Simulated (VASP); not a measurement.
# N (P4_2/mnm) in VASP: single point with LDA

Aim: the single point of N with LDA.

All numbers are computed with VASP 6.6.1; they aren't measurements. Logs are shortened: lines on timing, memory, paths and dates and some standing lists are left out, and cuts for length are marked.

### Step 1. The cell of the first run

Symmetry: P4_2/mnm, No. 136, tetragonal system. The conventional cell has a = 4.084 Å, b = 4.084 Å, c = 5.346 Å, α = 90.00°, β = 90.00°, γ = 90.00°. Within 1.5 Å of N (site symmetry m2m) lie 1 N at 1.11 Å.

### Step 2. Single point, LDA

Contents of INCAR:

```
ALGO     = Normal         # electronic algorithm
EDIFF    = 1E-6           # SCF threshold, eV
ENCUT    = 520            # plane-wave cutoff, eV
GGA      = CA             # functional
ISIF     = 2              # what is computed and relaxed
ISMEAR   = 1              # smearing method
LASPH    = True           # aspherical terms in the spheres
LCHARG   = False          # write CHGCAR
LREAL    = False          # projectors in reciprocal space
LWAVE    = False          # write WAVECAR
NBANDS   = 18             # bands
NELM     = 100            # most SCF steps
PREC     = Accurate       # precision mode
SIGMA    = 0.02           # smearing width, eV
```

Contents of KPOINTS:

```
k-points
0
Gamma
  6 6 4
```

Contents of POSCAR:

```
N
1.0
    4.0840620000      0.0000000000      0.0000000000
    0.0000000000      4.0840620000      0.0000000000
    0.0000000000      0.0000000000      5.3459130000
N
4
Direct
    0.9042750000      0.9042750000      0.0000000000
    0.5957250000      0.4042750000      0.5000000000
    0.0957250000      0.0957250000      0.0000000000
    0.4042750000      0.5957250000      0.5000000000
```

Potentials or basis: VASP PAW LDA potentials, release 64 (N).

On the command line:

```bash
cat potpaw_LDA.64/N/POTCAR > POTCAR
mpirun -np 1 vasp_std > vasp.out
```

OUTCAR:

```text
EDIFF = 1E-6
   ENCUT = 520
   GGA = CA
   ISIF = 2
   ISMEAR = 1
   LASPH = True
   LREAL = False
   NELM = 100
   PREC = Accurate

 ion  position               nearest neighbor table
   1  0.904  0.904  0.000-   3 1.11
   2  0.596  0.404  0.500-   4 1.11
   3  0.096  0.096  0.000-   1 1.11
   4  0.404  0.596  0.500-   2 1.11

  LATTYP: Found a simple tetragonal cell.
 ALAT       =     4.0840620000
 C/A-ratio  =     1.3089695994

  Lattice vectors:

 A1 = (   4.0840620000,   0.0000000000,   0.0000000000)
 A2 = (   0.0000000000,   4.0840620000,   0.0000000000)
 A3 = (   0.0000000000,   0.0000000000,   5.3459130000)

Analysis of symmetry for initial positions (statically):
=====================================================================
 Subroutine PRICEL returns:
 Original cell was already a primitive cell.

 Routine SETGRP: Setting up the symmetry group for a
 simple tetragonal supercell.

 Subroutine GETGRP returns: Found 16 space group operations
 (whereof  8 operations were pure point group operations)
 out of a pool of 16 trial point group operations.

The static configuration has the point symmetry D_2h.
 The point group associated with its full space group is D_4h.

Analysis of symmetry for dynamics (positions and initial velocities):
=====================================================================
 Subroutine PRICEL returns:
 Original cell was already a primitive cell.

 Routine SETGRP: Setting up the symmetry group for a
 simple tetragonal supercell.

 Subroutine GETGRP returns: Found 16 space group operations
 (whereof  8 operations were pure point group operations)
 out of a pool of 16 trial point group operations.

The dynamic configuration has the point symmetry D_2h.
 The point group associated with its full space group is D_4h.

 Subroutine INISYM returns: Found 16 space group operations
 (whereof  8 operations are pure point group operations),
 and found     1 'primitive' translations

----------------------------------------------------------------------------------------

                                     Primitive cell

  volume of cell :      89.1675

[... 82 lines left out ...]
 SYSTEM =  unknown system
   PREC   = accura    normal or accurate (medium, high low for compatibility)
   ISTART =      0    job   : 0-new  1-cont  2-samecut
   ICHARG =      2    charge: 1-file 2-atom 10-const
   ISPIN  =      1    spin polarized calculation?
   LNONCOLLINEAR =      F non collinear calculations
   LSORBIT =      F    spin-orbit coupling
   LASPH  =      T    aspherical Exc in radial PAW
   ENCUT  =  520.0 eV  38.22 Ry    6.18 a.u.   7.59  7.59  9.94*2*pi/ulx,y,z
   NELM   =    100;   NELMIN=  2; NELMDL= -5     # of ELM steps
   EDIFF  = 0.1E-05   stopping-criterion for ELM
   LREAL  =      F    real-space projection
   EDIFFG = 0.1E-04   stopping-criterion for IOM
   NSW    =      0    number of steps for IOM
   IBRION =     -1    ionic relax: 0-MD 1-quasi-New 2-CG
   NFREE  =      0    steps in history (QN), initial steepest desc. (CG)
   ISIF   =      2    stress and relaxation
   ISYM   =      2    0-nonsym 1-usesym 2-fastsym
   POTIM  = 0.5000    time-step for ionic-motion
   TEBEG  =    0.0;   TEEND  =   0.0 temperature during run
   PSTRESS=    0.0 pullay stress
   NELECT =      20.0000    total number of electrons
   NUPDOWN=      -1.0000    fix difference up-down
   EMIN   =  10.00;   EMAX   =-10.00  energy-range for DOS
   EFERMI =   0.00;   METHOD = LEGACY
   ISMEAR =     1;   SIGMA  =   0.02  broadening in eV -4-tet -1-fermi 0-gaus
   EFERMI_NEDOS =   21; number of points for ismear=-14 and -15
   IALGO  =     38    algorithm
   IMIX   =      4    mixing-type and parameters
     AMIX     =   0.40;   BMIX     =  1.00
     AMIX_MAG =   1.60;   BMIX_MAG =  1.00
  volume/ion in A,a.u.               =      22.29       150.43
  Fermi-wavevector in a.u.,A,eV,Ry     =   0.994678  1.879669 13.461399  0.989385
  Thomas-Fermi vector in A             =   2.126646
   LORBIT       =      0    0 simple, 1 ext, 2 COOP (PROOUT), +10 PAW based schemes
   GGA     = CA    functional components
   LHFCALC =     F    Hartree Fock is set to
   AEXX    =    0.0000 exact exchange contribution
   IVDW    =     0    specifies the selected vdW correction
   LEPSILON=     F    determine dielectric tensor
   LRPA    =     F    only Hartree local field effects (RPA)
 non-spin polarized calculation
 Methfessel and Paxton  Order N= 1 SIGMA  =   0.02
  energy-cutoff  :      520.00
  volume of cell :       89.17
 maximum number of plane-waves:      2419
   NGX = 15   NGY = 15   NGZ = 19

 number of electron      20.0000002 magnetization

 Free energy of the ion-electron system (eV)
  ---------------------------------------------------
  ext. energy  EPLUGINS =         0.00000000
  ---------------------------------------------------
  free energy    TOTEN  =       -35.19010850 eV

  energy without entropy =      -35.19015881  energy(sigma->0) =      -35.19012527

 E-fermi :  -6.5789     XC(G=0):  -7.0349

 val. band max:       -6.5922798640   @ k =   0.5000   0.5000   0.5000
 cond. band min:       0.1033603861   @ k =   0.0000   0.0000   0.0000
 fundamental gap:      6.6956402502
 Fermi energy:        -6.5789129558

 k-point     1 :       0.0000    0.0000    0.0000
  band No.  band energies     occupation
      1     -24.8550      2.00000
      2     -24.7894      2.00000
      3      -9.7594      2.00000
      4      -9.7594      2.00000
      5      -8.7302      2.00000
      6      -8.1358      2.00000
[... 481 lines left out ...]
      5      -8.4740      2.00000
      6      -8.4740      2.00000
[... 10 lines left out ...]
     17       7.6193      0.00000
     18       7.6193      0.00000

 [... further k-points ...]
[... 5 lines left out ...]
  --------------------------------------------------------------------------------------
  -------------------------------------------------------------------------------------
  Total       -0.8132562     -0.8132562     -0.4026045      0.0000000      0.0000000      0.0000000
  in kB      -14.6127331    -14.6127331     -7.2340693      0.0000000      0.0000000      0.0000000
  external PRESSURE =     -12.1531785 kB  Pullay stress =       0.0000000 kB

 VOLUME and BASIS-vectors are now :
 -----------------------------------------------------------------------------
  energy-cutoff  :      520.00
  volume of cell :       89.17
      direct lattice vectors                 reciprocal lattice vectors
     4.084062000  0.000000000  0.000000000     0.244854265  0.000000000  0.000000000
     0.000000000  4.084062000  0.000000000     0.000000000  0.244854265  0.000000000
     0.000000000  0.000000000  5.345913000     0.000000000  0.000000000  0.187058787

 POSITION                                       TOTAL-FORCE (eV/Angst)
 -----------------------------------------------------------------------------------
      3.69312      3.69312      0.00000         0.259519      0.259519     -0.000000
      2.43298      1.65108      2.67296        -0.259519      0.259519      0.000000
      0.39095      0.39095      0.00000        -0.259519     -0.259519      0.000000
      1.65108      2.43298      2.67296         0.259519     -0.259519      0.000000
 -----------------------------------------------------------------------------------
    total drift:                               -0.000000     -0.000000     -0.000000

  FREE ENERGIE OF THE ION-ELECTRON SYSTEM (eV)
  ---------------------------------------------------
  free  energy   TOTEN  =       -35.1901084989 eV

  energy  without entropy=      -35.1901588071  energy(sigma->0) =      -35.19012527
```

OSZICAR:

```text
N       E                     dE             d eps       ncg     rms          rms(c)
DAV:   1     0.867594674012E+02    0.86759E+02   -0.88636E+03  1080   0.928E+02
DAV:   2    -0.302020793062E+02   -0.11696E+03   -0.11364E+03  1416   0.206E+02
DAV:   3    -0.369547581379E+02   -0.67527E+01   -0.67054E+01  1234   0.530E+01
DAV:   4    -0.370000393327E+02   -0.45281E-01   -0.45221E-01  1246   0.506E+00
DAV:   5    -0.370004633713E+02   -0.42404E-03   -0.42400E-03  1190   0.462E-01    0.111E+01
DAV:   6    -0.355397712404E+02    0.14607E+01   -0.17690E+00  1150   0.883E+00    0.626E+00
DAV:   7    -0.352031393837E+02    0.33663E+00   -0.97953E-01  1298   0.674E+00    0.172E+00
DAV:   8    -0.351903599176E+02    0.12779E-01   -0.66388E-02  1158   0.163E+00    0.247E-01
DAV:   9    -0.351901166548E+02    0.24326E-03   -0.30361E-03  1174   0.360E-01    0.120E-01
DAV:  10    -0.351901200223E+02   -0.33675E-05   -0.43353E-04  1208   0.139E-01    0.341E-02
DAV:  11    -0.351901084442E+02    0.11578E-04   -0.20427E-05  1168   0.340E-02    0.484E-03
DAV:  12    -0.351901084989E+02   -0.54685E-07   -0.35575E-06  1214   0.127E-02
   1 F= -.35190108E+02 E0= -.35190125E+02  d E =0.503082E-04
```

Wall time 44 s (1 thread of Intel Xeon 6975P-C, shared host); peak memory 0.16 GiB.

Results:

* Free energy: -35.1901 eV
* Pressure: -1.2 GPa
* Largest force: 0.367 eV/Å
* Band gap on the k mesh: 6.70 eV, indirect (least direct gap 6.90 eV)

Forces on the atoms (eV/Å):
```
N    0.260  0.260  0.000
N   -0.260  0.260  0.000
N   -0.260 -0.260  0.000
N    0.260 -0.260  0.000
```

Caveat: the standard files for N, O and F lose accuracy on very short bonds.
